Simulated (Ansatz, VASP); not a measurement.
## BN in VASP and in Ansatz

```
B N
1.0
     2.56597    0.00000    0.00000
    -1.28298    2.22219    0.00000
     0.00000    0.00000    4.19755
B N
2 2
Direct
  0.33333 0.66667 0.99963
  0.66667 0.33333 0.49963
  0.33333 0.66667 0.37437
  0.66667 0.33333 0.87437
```

Change from the starting cell: strained cell.

Alike in both runs: functional PBEsol; k mesh 9 × 9 × 6; occupations gaussian, width 0.02 eV; no spin polarisation.

Ansatz relaxed the structure, and its values are those at the end. VASP's run is a single point on that final structure, the one shown.

|  | VASP | Ansatz |
| --- | --- | --- |
| version | VASP 6.6.1 | Ansatz 0.2.0 |
| potentials or method | VASP PAW PBE potentials, release 64 (B, N), cutoff 520 eV | scalar-relativistic, plane waves, PAW |
| valence electrons in the cell | 16 | 16 |

|  | VASP | Ansatz | Ansatz less VASP |
| --- | --- | --- | --- |
| gap on the k mesh at the Fermi level (eV) | 5.03 | 5.04 | +0.012 |
| least direct gap on the mesh (eV) | 8.07 | 8.07 | +0.001 |
| pressure (GPa) | -6.1 | -6.8 | -0.71 |

VASP's potentials were made for PBE, not for PBEsol, and Ansatz warns of the same on its side. Ansatz's warnings: stress scf threshold loose.
